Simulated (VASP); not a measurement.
# NiO2 (R-3m) in VASP: further runs

Runs on NiO2. Level: r2SCAN. Tasks: single point, relaxation of cell and atoms.

All numbers are computed with VASP 6.6.1; they aren't measurements. Logs are shortened: lines on timing, memory, paths and dates and some standing lists are left out, and cuts for length are marked.

## (1) The cell of the first run

The structure is trigonal, space group R-3m (No. 166). Conventional cell: a = 2.772 Å, b = 2.772 Å, c = 20.879 Å, α = 90.00°, β = 90.00°, γ = 120.00°. Ni (site symmetry -3m) has 6 O at 1.86 Å within 2.5 Å. O (site symmetry 3m) has 3 Ni at 1.86 Å and 3 O at 2.47 Å within 2.5 Å.

## (2) Single point, r2SCAN

POSCAR reads:

```
NiO2
1.0
    1.3859340064      0.8001693717      6.9596153624
   -1.3859340064      0.8001693717      6.9596153624
    0.0000000000     -1.6003387434      6.9596153624
Ni O
1 2
Direct
    0.0000000000      0.0000000000      0.0000000000
    0.6216149294      0.6216149294      0.6216149294
    0.3783850706      0.3783850706      0.3783850706
```

INCAR.step1 reads:

```
  ALGO = Normal
  EDIFF = 1E-4
  ENCUT = 520
  GGA = PE
  ISMEAR = 0
  LASPH = True
  LCHARG = False
  LREAL = False
  LWAVE = True
  NBANDS = 18
  NELM = 80
  PREC = Accurate
  SIGMA = 0.1
```

INCAR.step2 reads:

```
  ALGO = Normal
  EDIFF = 1E-6
  ENCUT = 520
  ISIF = 2
  ISMEAR = 0
  ISTART = 1
  LASPH = True
  LCHARG = False
  LMIXTAU = True
  LREAL = False
  LWAVE = False
  METAGGA = R2SCAN
  NBANDS = 18
  NELM = 80
  PREC = Accurate
  SIGMA = 0.1
```

KPOINTS reads:

```
k-points
0
Gamma
  6 6 6
```

Potentials or basis: VASP PAW PBE potentials, release 64 (Ni, O).

The run is started by

```bash
cat potpaw_PBE.64/Ni/POTCAR potpaw_PBE.64/O/POTCAR > POTCAR
cp INCAR.step1 INCAR
mpirun -np 1 vasp_std > vasp.out
cp INCAR.step2 INCAR
mpirun -np 1 vasp_std > vasp.out
```

OUTCAR:

```text
EDIFF = 1E-6
   ENCUT = 520
   ISIF = 2
   ISMEAR = 0
   ISTART = 1
   LASPH = True
   LREAL = False
   METAGGA = R2SCAN
   NELM = 80
   PREC = Accurate

 ion  position               nearest neighbor table
   1  0.000  0.000  0.000-   2 1.86   2 1.86   3 1.86   3 1.86   2 1.86   3 1.86
   2  0.622  0.622  0.622-   1 1.86   1 1.86   1 1.86
   3  0.378  0.378  0.378-   1 1.86   1 1.86   1 1.86

  LATTYP: Found a trigonal (rhomboedric) cell.
 ALAT       =     7.1412414947
 COS(alpha) =     0.9246700536

  Lattice vectors:

 A1 = (   1.3859340064,   0.8001693717,   6.9596153624)
 A2 = (  -1.3859340064,   0.8001693717,   6.9596153624)
 A3 = (   0.0000000000,  -1.6003387434,   6.9596153624)

Analysis of symmetry for initial positions (statically):
=====================================================================
 Subroutine PRICEL returns:
 Original cell was already a primitive cell.

 Routine SETGRP: Setting up the symmetry group for a
 trigonal (rhombohedral) supercell.

 Subroutine GETGRP returns: Found 12 space group operations
 (whereof 12 operations were pure point group operations)
 out of a pool of 12 trial point group operations.

The static configuration has the point symmetry D_3d.

Analysis of symmetry for dynamics (positions and initial velocities):
=====================================================================
 Subroutine PRICEL returns:
 Original cell was already a primitive cell.

 Routine SETGRP: Setting up the symmetry group for a
 trigonal (rhombohedral) supercell.

 Subroutine GETGRP returns: Found 12 space group operations
 (whereof 12 operations were pure point group operations)
 out of a pool of 12 trial point group operations.

The dynamic configuration has the point symmetry D_3d.

 Subroutine INISYM returns: Found 12 space group operations
 (whereof 12 operations are pure point group operations),
 and found     1 'primitive' translations

----------------------------------------------------------------------------------------

                                     Primitive cell

  volume of cell :      46.3085

  direct lattice vectors                    reciprocal lattice vectors
     1.385934006  0.800169372  6.959615362     0.360767538  0.208289235  0.047895367
    -1.385934006  0.800169372  6.959615362    -0.360767538  0.208289235  0.047895367
     0.000000000 -1.600338743  6.959615362     0.000000000 -0.416578471  0.047895367

  length of vectors
     7.141241495  7.141241495  7.141241495     0.419322774  0.419322774  0.419322774

  position of ions in fractional coordinates (direct lattice)
     0.000000000  0.000000000  0.000000000
     0.621614929  0.621614929  0.621614929
     0.378385071  0.378385071  0.378385071

  ion indices of the primitive-cell ions
   primitive index   ion index
                 1           1
                 2           2
                 3           3

----------------------------------------------------------------------------------------

 KPOINTS: k-points

Automatic generation of k-mesh.
 Grid dimensions read from file:
 generate k-points for:    6    6    6

 Generating k-lattice:

  Cartesian coordinates                     Fractional coordinates (reciprocal lattice)
     0.060127923  0.034714873  0.007982561     0.166666667 -0.000000000  0.000000000
    -0.060127923  0.034714873  0.007982561    -0.000000000  0.166666667  0.000000000
     0.000000000 -0.069429745  0.007982561     0.000000000  0.000000000  0.166666667

  Length of vectors
     0.069887129  0.069887129  0.069887129

  Shift w.r.t. Gamma in fractional coordinates (k-lattice)
     0.000000000  0.000000000  0.000000000

 Subroutine IBZKPT returns following result:
 ===========================================

 Found     32 irreducible k-points:

 Following reciprocal coordinates:
            Coordinates               Weight
  0.000000  0.000000  0.000000      1.000000
  0.166667  0.000000  0.000000      6.000000
  0.333333 -0.000000  0.000000      6.000000
  0.500000 -0.000000  0.000000      3.000000
  0.166667  0.166667  0.000000      6.000000
  0.333333  0.166667  0.000000     12.000000
[... 16 lines left out ...]
  0.500000  0.500000  0.166667      6.000000
 -0.333333  0.500000  0.166667     12.000000
 [... further k-points ...]
   k-points           NKPTS =     32   k-points in BZ     NKDIM =     32   number of bands    NBANDS=     18
   number of dos      NEDOS =    301   number of ions     NIONS =      3
   total plane-waves  NPLWV = 157464
   dimension x,y,z NGX =    54 NGY =   54 NGZ =   54
   dimension x,y,z NGXF=   108 NGYF=  108 NGZF=  108
   ions per type =               1   2
   NGX,Y,Z   is equivalent  to a cutoff of  12.57, 12.57, 12.57 a.u.
   NGXF,Y,Z  is equivalent  to a cutoff of  25.14, 25.14, 25.14 a.u.
 SYSTEM =  unknown system
   PREC   = accura    normal or accurate (medium, high low for compatibility)
   ISTART =      1    job   : 0-new  1-cont  2-samecut
   ICHARG =      0    charge: 1-file 2-atom 10-const
   ISPIN  =      1    spin polarized calculation?
   LNONCOLLINEAR =      F non collinear calculations
   LSORBIT =      F    spin-orbit coupling
   LASPH  =      T    aspherical Exc in radial PAW
   ENCUT  =  520.0 eV  38.22 Ry    6.18 a.u.  13.28 13.28 13.28*2*pi/ulx,y,z
   NELM   =     80;   NELMIN=  2; NELMDL=  0     # of ELM steps
   EDIFF  = 0.1E-05   stopping-criterion for ELM
   LREAL  =      F    real-space projection
   EDIFFG = 0.1E-04   stopping-criterion for IOM
   NSW    =      0    number of steps for IOM
   IBRION =     -1    ionic relax: 0-MD 1-quasi-New 2-CG
   NFREE  =      0    steps in history (QN), initial steepest desc. (CG)
   ISIF   =      2    stress and relaxation
   ISYM   =      2    0-nonsym 1-usesym 2-fastsym
   POTIM  = 0.5000    time-step for ionic-motion
   TEBEG  =    0.0;   TEEND  =   0.0 temperature during run
   PSTRESS=    0.0 pullay stress
   NELECT =      22.0000    total number of electrons
   NUPDOWN=      -1.0000    fix difference up-down
   EMIN   =  10.00;   EMAX   =-10.00  energy-range for DOS
   EFERMI =   0.00;   METHOD = LEGACY
   ISMEAR =     0;   SIGMA  =   0.10  broadening in eV -4-tet -1-fermi 0-gaus
   EFERMI_NEDOS =   21; number of points for ismear=-14 and -15
   IALGO  =     38    algorithm
   IMIX   =      4    mixing-type and parameters
     AMIX     =   0.40;   BMIX     =  1.00
     AMIX_MAG =   1.60;   BMIX_MAG =  1.00
  volume/ion in A,a.u.               =      15.44       104.17
  Fermi-wavevector in a.u.,A,eV,Ry     =   1.277405  2.413946 22.201504  1.631764
  Thomas-Fermi vector in A             =   2.410007
   LORBIT       =      0    0 simple, 1 ext, 2 COOP (PROOUT), +10 PAW based schemes
   METAGGA = R2SCAN    functional components
   LHFCALC =     F    Hartree Fock is set to
   AEXX    =    0.0000 exact exchange contribution
   IVDW    =     0    specifies the selected vdW correction
   LEPSILON=     F    determine dielectric tensor
   LRPA    =     F    only Hartree local field effects (RPA)
 non-spin polarized calculation
 Gauss-broadening in eV      SIGMA  =   0.10
  energy-cutoff  :      520.00
  volume of cell :       46.31
 maximum number of plane-waves:      1255
 NGX is ok and might be reduce to    54
   NGX = 27   NGY = 27   NGZ = 27

 number of electron      22.0000004 magnetization

 Free energy of the ion-electron system (eV)
  ---------------------------------------------------
  ext. energy  EPLUGINS =         0.00000000
  ---------------------------------------------------
  free energy    TOTEN  =       -26.43266657 eV

  energy without entropy =      -26.43266657  energy(sigma->0) =      -26.43266657

 E-fermi :  -1.1126     XC(G=0):  -8.2124

 val. band max:       -1.6088793518   @ k =   0.5000   0.5000   0.3333
 cond. band min:       0.3076647901   @ k =   0.5000   0.5000   0.1667
 fundamental gap:      1.9165441420
 Fermi energy:        -1.1126488642

 k-point     1 :       0.0000    0.0000    0.0000
  band No.  band energies     occupation
      1     -21.8790      2.00000
      2     -19.5217      2.00000
      3      -6.9584      2.00000
      4      -6.8854      2.00000
      5      -6.8854      2.00000
      6      -3.7424      2.00000
[... 10 lines left out ...]
     17      13.3999      0.00000
     18      19.8892      0.00000

 k-point     2 :       0.1667    0.0000    0.0000
  band No.  band energies     occupation
      1     -21.5189      2.00000
      2     -19.5375      2.00000
      3      -7.0846      2.00000
      4      -6.6423      2.00000
      5      -6.5760      2.00000
      6      -4.6031      2.00000
[... 10 lines left out ...]
     17      14.3413      0.00000
     18      17.7967      0.00000

 k-point     3 :       0.3333   -0.0000    0.0000
  band No.  band energies     occupation
      1     -20.6707      2.00000
      2     -19.6251      2.00000
      3      -7.4416      2.00000
      4      -6.2952      2.00000
      5      -6.2137      2.00000
      6      -5.4118      2.00000
[... 10 lines left out ...]
     17      15.3420      0.00000
     18      16.3623      0.00000

 k-point     4 :       0.5000   -0.0000    0.0000
  band No.  band energies     occupation
      1     -19.9675      2.00000
      2     -19.8974      2.00000
      3      -8.0871      2.00000
      4      -6.1335      2.00000
      5      -5.9695      2.00000
      6      -5.1927      2.00000
[... 10 lines left out ...]
     17      14.6745      0.00000
     18      15.2958      0.00000

 k-point     5 :       0.1667    0.1667    0.0000
  band No.  band energies     occupation
      1     -21.5189      2.00000
      2     -19.5375      2.00000
      3      -7.0851      2.00000
      4      -6.6423      2.00000
      5      -6.5748      2.00000
      6      -4.6031      2.00000
[... 10 lines left out ...]
     17      14.3668      0.00000
     18      17.8431      0.00000

 k-point     6 :       0.3333    0.1667    0.0000
  band No.  band energies     occupation
      1     -20.9141      2.00000
      2     -19.5829      2.00000
      3      -7.1355      2.00000
      4      -6.5134      2.00000
      5      -6.0786      2.00000
      6      -5.3087      2.00000
[... 10 lines left out ...]
     17      15.7289      0.00000
     18      16.2139      0.00000

 k-point     7 :       0.5000    0.1667    0.0000
  band No.  band energies     occupation
      1     -20.1471      2.00000
      2     -19.7184      2.00000
      3      -7.5395      2.00000
      4      -6.7599      2.00000
      5      -5.6620      2.00000
      6      -5.0445      2.00000
[... 10 lines left out ...]
     17      14.9538      0.00000
     18      16.0155      0.00000

 k-point     8 :      -0.3333    0.1667    0.0000
  band No.  band energies     occupation
      1     -20.1472      2.00000
      2     -19.7183      2.00000
      3      -7.5393      2.00000
      4      -6.7598      2.00000
      5      -5.6617      2.00000
      6      -5.0454      2.00000
[... 10 lines left out ...]
     17      15.1413      0.00000
     18      15.9076      0.00000
[... 229 lines left out ...]
     17      14.4101      0.00000
     18      17.8714      0.00000

 k-point    20 :       0.5000    0.3333    0.1667
  band No.  band energies     occupation
      1     -20.9139      2.00000
      2     -19.5830      2.00000
      3      -7.1369      2.00000
      4      -6.5133      2.00000
      5      -6.0768      2.00000
      6      -5.3068      2.00000
[... 10 lines left out ...]
     17      15.2683      0.00000
     18      16.2682      0.00000

 k-point    21 :      -0.3333    0.3333    0.1667
  band No.  band energies     occupation
      1     -20.1470      2.00000
      2     -19.7184      2.00000
      3      -7.5396      2.00000
      4      -6.7601      2.00000
      5      -5.6624      2.00000
      6      -5.0433      2.00000
[... 10 lines left out ...]
     17      14.9655      0.00000
     18      15.9538      0.00000

 k-point    22 :      -0.1667    0.3333    0.1667
  band No.  band energies     occupation
      1     -20.1472      2.00000
      2     -19.7183      2.00000
      3      -7.5392      2.00000
      4      -6.7599      2.00000
      5      -5.6616      2.00000
      6      -5.0450      2.00000
[... 10 lines left out ...]
     17      15.3394      0.00000
     18      15.7694      0.00000

 k-point    23 :       0.5000    0.5000    0.1667
  band No.  band energies     occupation
      1     -20.6705      2.00000
      2     -19.6253      2.00000
      3      -7.4429      2.00000
      4      -6.2953      2.00000
      5      -6.2137      2.00000
      6      -5.4079      2.00000
[... 10 lines left out ...]
     17      15.3571      0.00000
     18      15.9842      0.00000

 k-point    24 :      -0.3333    0.5000    0.1667
  band No.  band energies     occupation
      1     -20.1470      2.00000
      2     -19.7184      2.00000
      3      -7.5395      2.00000
      4      -6.7603      2.00000
      5      -5.6623      2.00000
      6      -5.0428      2.00000
[... 10 lines left out ...]
     17      15.3374      0.00000
     18      15.7987      0.00000

 [... further k-points ...]

------------------------ aborting loop because EDIFF is reached ----------------------------------------

  FORCE on cell =-STRESS in cart. coord.  units (eV):
  Direction    XX          YY          ZZ          XY          YZ          ZX
  --------------------------------------------------------------------------------------
  -------------------------------------------------------------------------------------
  Total        0.4058623      0.4058623      0.2196816      0.0000000      0.0000000      0.0000000
  in kB       14.0419787     14.0419787      7.6005203      0.0000000      0.0000000      0.0000000
  external PRESSURE =      11.8948259 kB  Pullay stress =       0.0000000 kB

 VOLUME and BASIS-vectors are now :
 -----------------------------------------------------------------------------
  energy-cutoff  :      520.00
  volume of cell :       46.31
      direct lattice vectors                 reciprocal lattice vectors
     1.385934006  0.800169372  6.959615362     0.360767538  0.208289235  0.047895367
    -1.385934006  0.800169372  6.959615362    -0.360767538  0.208289235  0.047895367
     0.000000000 -1.600338743  6.959615362     0.000000000 -0.416578471  0.047895367

 POSITION                                       TOTAL-FORCE (eV/Angst)
 -----------------------------------------------------------------------------------
      0.00000      0.00000      0.00000         0.000000      0.000000      0.000000
      0.00000      0.00000     12.97860         0.000000      0.000000     -0.142246
      0.00000      0.00000      7.90024         0.000000     -0.000000      0.142246
 -----------------------------------------------------------------------------------
    total drift:                                0.000000      0.000000      0.000000

  FREE ENERGIE OF THE ION-ELECTRON SYSTEM (eV)
  ---------------------------------------------------
  free  energy   TOTEN  =       -26.4326665740 eV

  energy  without entropy=      -26.4326665740  energy(sigma->0) =      -26.43266657
```

It took 14 min on 1 thread of Intel Xeon Platinum 8124M at 3.00GHz (Skylake/Cascade Lake), shared host; peak memory 0.43 GiB.

Results:

```
Free energy            : -26.4327 eV
Pressure               : 1.2 GPa
Largest force          : 0.142 eV/Å
Band gap on the k mesh : 1.92 eV (least direct gap 2.15 eV)
```

Forces in eV/Å, atoms in the order of the input:
```
Ni   0.000  0.000  0.000
O    0.000  0.000 -0.142
O    0.000  0.000  0.142
```

Caveat: the k points lie up to 0.44 Å⁻¹ apart; the PAW data sets were made with another functional, which shifts forces and pressure a little.

(Continued in part 2 of 2.)
